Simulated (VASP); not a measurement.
# Sn2As3 (P4mm) in VASP: single point with PBE

Aim: the single point of Sn2As3 with PBE.

Program: VASP 6.6.1. These are calculated values, not measurements. Logs are shortened: lines on timing, memory, paths and dates and some standing lists are left out, and cuts for length are marked.

## (1) The cell of the first run

Symmetry: P4mm, No. 99, tetragonal system. Conventional cell: a = 4.289 Å, b = 4.289 Å, c = 6.317 Å, α = 90.00°, β = 90.00°, γ = 90.00°. Sn (site symmetry 4mm) has 6 As at 2.75 to 3.48 Å within 3.6 Å. Sn (site symmetry 4mm) has 8 As at 2.85 to 3.03 Å within 3.8 Å. As (site symmetry 2mm) has 4 Sn at 2.75 to 2.85 Å and 6 As at 2.77 to 3.03 Å within 3.6 Å. As (site symmetry 4mm) has 4 As at 2.77 Å and 6 Sn at 2.84 to 3.48 Å within 3.7 Å.

## (2) Single point, PBE

The input, INCAR:

```
ALGO = Normal
EDIFF = 1E-7
ENCUT = 520
GGA = PE
ISIF = 2
ISMEAR = 0
LASPH = T
LCHARG = F
LREAL = F
LWAVE = F
NBANDS = 30
NELM = 80
PREC = Accurate
SIGMA = 0.1
```

The input, KPOINTS:

```
k-points
0
Gamma
  4 4 4
```

The input, POSCAR:

```
Sn2As3
1.0
    4.2889992100      0.0000000000      0.0000000000
    0.0000000000      4.2889992100      0.0000000000
    0.0000000000      0.0000000000      6.3171761700
Sn As
2 3
Direct
    0.0000000000      0.0000000000      0.7211286400
    0.5000000000      0.5000000000      0.2898103300
    0.5000000000      0.0000000000      0.9934612500
    0.0000000000      0.5000000000      0.9934612500
    0.0000000000      0.0000000000      0.2721384500
```

Potentials or basis: VASP PAW PBE potentials, release 64 (Sn_d, As).

On the command line:

```
$ cat potpaw_PBE.64/Sn_d/POTCAR potpaw_PBE.64/As/POTCAR > POTCAR
$ mpirun -np 1 vasp_std > vasp.out
```

OUTCAR:

```text
EDIFF = 1E-7
   ENCUT = 520
   GGA = PE
   ISIF = 2
   ISMEAR = 0
   LASPH = T
   LREAL = F
   NELM = 80
   PREC = Accurate

 ion  position               nearest neighbor table
   1  0.000  0.000  0.721-   3 2.75   4 2.75   4 2.75   3 2.75   5 2.84
   2  0.500  0.500  0.290-   3 2.85   4 2.85   3 2.85   4 2.85   5 3.03   5 3.03   5 3.03   5 3.03

   3  0.500  0.000  0.993-   1 2.75   1 2.75   5 2.77   5 2.77   2 2.85   2 2.85
   4  0.000  0.500  0.993-   1 2.75   1 2.75   5 2.77   5 2.77   2 2.85   2 2.85
   5  0.000  0.000  0.272-   3 2.77   4 2.77   4 2.77   3 2.77   1 2.84   2 3.03   2 3.03   2 3.03
                             2 3.03

  LATTYP: Found a simple tetragonal cell.
 ALAT       =     4.2889992100
 C/A-ratio  =     1.4728788374

  Lattice vectors:

 A1 = (   4.2889992100,   0.0000000000,   0.0000000000)
 A2 = (   0.0000000000,   4.2889992100,   0.0000000000)
 A3 = (   0.0000000000,   0.0000000000,   6.3171761700)

Analysis of symmetry for initial positions (statically):
=====================================================================
 Subroutine PRICEL returns:
 Original cell was already a primitive cell.

 Routine SETGRP: Setting up the symmetry group for a
 simple tetragonal supercell.

 Subroutine GETGRP returns: Found  8 space group operations
 (whereof  8 operations were pure point group operations)
 out of a pool of 16 trial point group operations.

The static configuration has the point symmetry C_4v.

Analysis of symmetry for dynamics (positions and initial velocities):
=====================================================================
 Subroutine PRICEL returns:
 Original cell was already a primitive cell.

 Routine SETGRP: Setting up the symmetry group for a
 simple tetragonal supercell.

 Subroutine GETGRP returns: Found  8 space group operations
 (whereof  8 operations were pure point group operations)
 out of a pool of 16 trial point group operations.

The dynamic configuration has the point symmetry C_4v.

 Subroutine INISYM returns: Found  8 space group operations
 (whereof  8 operations are pure point group operations),
 and found     1 'primitive' translations

----------------------------------------------------------------------------------------

                                     Primitive cell

  volume of cell :     116.2077

  direct lattice vectors                    reciprocal lattice vectors
     4.288999210  0.000000000  0.000000000     0.233154624  0.000000000  0.000000000
     0.000000000  4.288999210  0.000000000     0.000000000  0.233154624  0.000000000
     0.000000000  0.000000000  6.317176170     0.000000000  0.000000000  0.158298577

  length of vectors
     4.288999210  4.288999210  6.317176170     0.233154624  0.233154624  0.158298577

  position of ions in fractional coordinates (direct lattice)
     0.000000000  0.000000000  0.721128640
     0.500000000  0.500000000  0.289810330
     0.500000000  0.000000000  0.993461250
     0.000000000  0.500000000  0.993461250
     0.000000000  0.000000000  0.272138450

  ion indices of the primitive-cell ions
   primitive index   ion index
                 1           1
                 2           2
                 3           3
                 4           4
                 5           5

----------------------------------------------------------------------------------------

 KPOINTS: k-points

Automatic generation of k-mesh.
 Grid dimensions read from file:
 generate k-points for:    4    4    4

 Generating k-lattice:

  Cartesian coordinates                     Fractional coordinates (reciprocal lattice)
     0.058288656  0.000000000  0.000000000     0.250000000  0.000000000  0.000000000
     0.000000000  0.058288656  0.000000000     0.000000000  0.250000000  0.000000000
     0.000000000  0.000000000  0.039574644     0.000000000  0.000000000  0.250000000

  Length of vectors
     0.058288656  0.058288656  0.039574644

  Shift w.r.t. Gamma in fractional coordinates (k-lattice)
     0.000000000  0.000000000  0.000000000

 Subroutine IBZKPT returns following result:
 ===========================================

 Found     18 irreducible k-points:

 Following reciprocal coordinates:
            Coordinates               Weight
  0.000000  0.000000  0.000000      1.000000
  0.250000  0.000000  0.000000      4.000000
  0.500000  0.000000  0.000000      2.000000
  0.250000  0.250000  0.000000      4.000000
  0.500000  0.250000  0.000000      4.000000
  0.500000  0.500000  0.000000      1.000000
[... 10 lines left out ...]
  0.500000  0.250000  0.500000      4.000000
  0.500000  0.500000  0.500000      1.000000
   k-points           NKPTS =     18   k-points in BZ     NKDIM =     18   number of bands    NBANDS=     30
   number of dos      NEDOS =    301   number of ions     NIONS =      5
   total plane-waves  NPLWV =  49152
   dimension x,y,z NGX =    32 NGY =   32 NGZ =   48
   dimension x,y,z NGXF=    64 NGYF=   64 NGZF=   96
   ions per type =               2   3
   NGX,Y,Z   is equivalent  to a cutoff of  12.40, 12.40, 12.63 a.u.
   NGXF,Y,Z  is equivalent  to a cutoff of  24.81, 24.81, 25.26 a.u.
 SYSTEM =  unknown system
   PREC   = accura    normal or accurate (medium, high low for compatibility)
   ISTART =      0    job   : 0-new  1-cont  2-samecut
   ICHARG =      2    charge: 1-file 2-atom 10-const
   ISPIN  =      1    spin polarized calculation?
   LNONCOLLINEAR =      F non collinear calculations
   LSORBIT =      F    spin-orbit coupling
   LASPH  =      T    aspherical Exc in radial PAW
   ENCUT  =  520.0 eV  38.22 Ry    6.18 a.u.   7.97  7.97 11.75*2*pi/ulx,y,z
   NELM   =     80;   NELMIN=  2; NELMDL= -5     # of ELM steps
   EDIFF  = 0.1E-06   stopping-criterion for ELM
   LREAL  =      F    real-space projection
   EDIFFG = 0.1E-05   stopping-criterion for IOM
   NSW    =      0    number of steps for IOM
   IBRION =     -1    ionic relax: 0-MD 1-quasi-New 2-CG
   NFREE  =      0    steps in history (QN), initial steepest desc. (CG)
   ISIF   =      2    stress and relaxation
   ISYM   =      2    0-nonsym 1-usesym 2-fastsym
   POTIM  = 0.5000    time-step for ionic-motion
   TEBEG  =    0.0;   TEEND  =   0.0 temperature during run
   PSTRESS=    0.0 pullay stress
   NELECT =      43.0000    total number of electrons
   NUPDOWN=      -1.0000    fix difference up-down
   EMIN   =  10.00;   EMAX   =-10.00  energy-range for DOS
   EFERMI =   0.00;   METHOD = LEGACY
   ISMEAR =     0;   SIGMA  =   0.10  broadening in eV -4-tet -1-fermi 0-gaus
   EFERMI_NEDOS =   21; number of points for ismear=-14 and -15
   IALGO  =     38    algorithm
   IMIX   =      4    mixing-type and parameters
     AMIX     =   0.40;   BMIX     =  1.00
     AMIX_MAG =   1.60;   BMIX_MAG =  1.00
  volume/ion in A,a.u.               =      23.24       156.84
  Fermi-wavevector in a.u.,A,eV,Ry     =   1.175311  2.221015 18.794478  1.381355
  Thomas-Fermi vector in A             =   2.311693
   LORBIT       =      0    0 simple, 1 ext, 2 COOP (PROOUT), +10 PAW based schemes
   GGA     = PE    functional components
   LHFCALC =     F    Hartree Fock is set to
   AEXX    =    0.0000 exact exchange contribution
   IVDW    =     0    specifies the selected vdW correction
   LEPSILON=     F    determine dielectric tensor
   LRPA    =     F    only Hartree local field effects (RPA)
 non-spin polarized calculation
 Gauss-broadening in eV      SIGMA  =   0.10
  energy-cutoff  :      520.00
  volume of cell :      116.21
 maximum number of plane-waves:      3160
 NGX is ok and might be reduce to    32
   NGX = 15   NGY = 15   NGZ = 23

 number of electron      43.0000025 magnetization

 Free energy of the ion-electron system (eV)
  ---------------------------------------------------
  ext. energy  EPLUGINS =         0.00000000
  ---------------------------------------------------
  free energy    TOTEN  =       -19.55397382 eV

  energy without entropy =      -19.54035066  energy(sigma->0) =      -19.54716224

 E-fermi :   6.7733     XC(G=0): -10.0902

 val. band max:        6.7429098712   @ k =   0.2500   0.0000   0.5000
 cond. band min:       6.8028149572   @ k =   0.5000   0.0000   0.5000
 fundamental gap:      0.0599050860
 Fermi energy:         6.7732972823

 k-point     1 :       0.0000    0.0000    0.0000
  band No.  band energies     occupation
      1     -14.7928      2.00000
      2     -14.7746      2.00000
      3     -14.7746      2.00000
      4     -14.7710      2.00000
      5     -14.7638      2.00000
      6     -14.7455      2.00000
[... 22 lines left out ...]
     29      11.4569      0.00000
     30      12.6103      0.00000

 k-point     2 :       0.2500    0.0000    0.0000
  band No.  band energies     occupation
      1     -14.7871      2.00000
      2     -14.7783      2.00000
      3     -14.7753      2.00000
      4     -14.7730      2.00000
      5     -14.7591      2.00000
      6     -14.7415      2.00000
[... 22 lines left out ...]
     29      11.0166      0.00000
     30      11.7236      0.00000

 k-point     3 :       0.5000    0.0000    0.0000
  band No.  band energies     occupation
      1     -14.7840      2.00000
      2     -14.7802      2.00000
      3     -14.7795      2.00000
      4     -14.7714      2.00000
      5     -14.7545      2.00000
      6     -14.7435      2.00000
[... 22 lines left out ...]
     29      11.6106      0.00000
     30      11.6376      0.00000

 k-point     4 :       0.2500    0.2500    0.0000
  band No.  band energies     occupation
      1     -14.7850      2.00000
      2     -14.7824      2.00000
      3     -14.7775      2.00000
      4     -14.7751      2.00000
      5     -14.7566      2.00000
      6     -14.7370      2.00000
[... 22 lines left out ...]
     29      12.7184      0.00000
     30      13.2267      0.00000

 k-point     5 :       0.5000    0.2500    0.0000
  band No.  band energies     occupation
      1     -14.7894      2.00000
      2     -14.7852      2.00000
      3     -14.7825      2.00000
      4     -14.7705      2.00000
      5     -14.7528      2.00000
      6     -14.7390      2.00000
[... 22 lines left out ...]
     29      11.9561      0.00000
     30      12.7931      0.00000
[... 328 lines left out ...]
     29      12.0047      0.00000
     30      12.4634      0.00000

 k-point    16 :       0.2500    0.2500    0.5000
  band No.  band energies     occupation
      1     -14.7821      2.00000
      2     -14.7819      2.00000
      3     -14.7787      2.00000
      4     -14.7736      2.00000
      5     -14.7562      2.00000
      6     -14.7405      2.00000
[... 22 lines left out ...]
     29      11.9872      0.00000
     30      12.2327      0.00000

 k-point    17 :       0.5000    0.2500    0.5000
  band No.  band energies     occupation
      1     -14.7872      2.00000
      2     -14.7839      2.00000
      3     -14.7788      2.00000
      4     -14.7703      2.00000
      5     -14.7535      2.00000
      6     -14.7424      2.00000
[... 22 lines left out ...]
     29      11.2436      0.00000
     30      12.7943      0.00000

 k-point    18 :       0.5000    0.5000    0.5000
  band No.  band energies     occupation
      1     -14.7930      2.00000
      2     -14.7824      2.00000
      3     -14.7824      2.00000
      4     -14.7630      2.00000
      5     -14.7501      2.00000
      6     -14.7440      2.00000
[... 22 lines left out ...]
     29      12.4714      0.00000
     30      12.4714      0.00000

------------------------ aborting loop because EDIFF is reached ----------------------------------------

  FORCE on cell =-STRESS in cart. coord.  units (eV):
  Direction    XX          YY          ZZ          XY          YZ          ZX
  --------------------------------------------------------------------------------------
  -------------------------------------------------------------------------------------
  Total        9.3409262      9.3409262      6.0099920      0.0000000      0.0000000      0.0000000
  in kB      128.7850952    128.7850952     82.8608826      0.0000000      0.0000000      0.0000000
  external PRESSURE =     113.4770243 kB  Pullay stress =       0.0000000 kB

 VOLUME and BASIS-vectors are now :
 -----------------------------------------------------------------------------
  energy-cutoff  :      520.00
  volume of cell :      116.21
      direct lattice vectors                 reciprocal lattice vectors
     4.288999210  0.000000000  0.000000000     0.233154624  0.000000000  0.000000000
     0.000000000  4.288999210  0.000000000     0.000000000  0.233154624  0.000000000
     0.000000000  0.000000000  6.317176170     0.000000000  0.000000000  0.158298577

 POSITION                                       TOTAL-FORCE (eV/Angst)
 -----------------------------------------------------------------------------------
      0.00000      0.00000      4.55550        -0.000000     -0.000000     -1.137857
      2.14450      2.14450      1.83078        -0.000000      0.000000      1.167943
      2.14450      0.00000      6.27587        -0.000000     -0.000000     -0.538676
      0.00000      2.14450      6.27587         0.000000     -0.000000     -0.538676
      0.00000      0.00000      1.71915        -0.000000     -0.000000      1.047266
 -----------------------------------------------------------------------------------
    total drift:                                0.000000      0.000000     -0.000068

  FREE ENERGIE OF THE ION-ELECTRON SYSTEM (eV)
  ---------------------------------------------------
  free  energy   TOTEN  =       -19.5539738215 eV

  energy  without entropy=      -19.5403506635  energy(sigma->0) =      -19.54716224
```

Wall time 28 s (1 thread of Intel Xeon Platinum 8488C (Sapphire Rapids), shared host); peak memory 0.23 GiB.

Results:

| Quantity | Value |
| --- | --- |
| Free energy | -19.5540 eV |
| Pressure | 11.3 GPa |
| Largest force | 1.168 eV/Å |

Forces on the atoms (eV/Å):
```
Sn   0.000  0.000 -1.138
Sn   0.000  0.000  1.168
As   0.000  0.000 -0.539
As   0.000  0.000 -0.539
As   0.000  0.000  1.047
```

Stress tensor (GPa, compression positive):
```
12.88  0.00  0.00
 0.00 12.88  0.00
 0.00  0.00  8.29
```

Levels at points of the mesh, in eV from the Fermi level:
```csv
k point,band 17,band 18,band 19,band 20,band 21,band 22,band 23,band 24,band 25,band 26
"(0.00, 0.00, 0.00)",-5.46,-1.08,-1.08,-0.96,-0.85,0.29,0.72,0.72,2.32,2.32
"(0.50, 0.00, 0.00)",-3.99,-3.51,-2.67,-2.46,-0.77,0.10,1.08,2.34,2.73,2.98
"(0.50, 0.50, 0.00)",-5.05,-5.05,-3.49,-1.67,-1.67,0.94,2.87,3.47,3.70,4.92
"(0.00, 0.00, 0.50)",-4.42,-3.87,-1.87,-1.87,-1.10,-0.17,0.85,0.85,3.55,4.12
"(0.50, 0.00, 0.50)",-3.07,-2.90,-2.63,-1.67,-1.53,-0.79,0.03,0.82,1.78,2.01
"(0.50, 0.50, 0.50)",-5.56,-3.89,-1.77,-1.40,0.28,0.28,2.34,2.34,2.77,2.87
```

Caveat: the k points lie up to 0.37 Å⁻¹ apart; spin-orbit coupling is left out, which moves the levels of the heavy elements; forces of over 1 eV/Å act on the atoms, so gaps and moduli don't describe the material at rest.
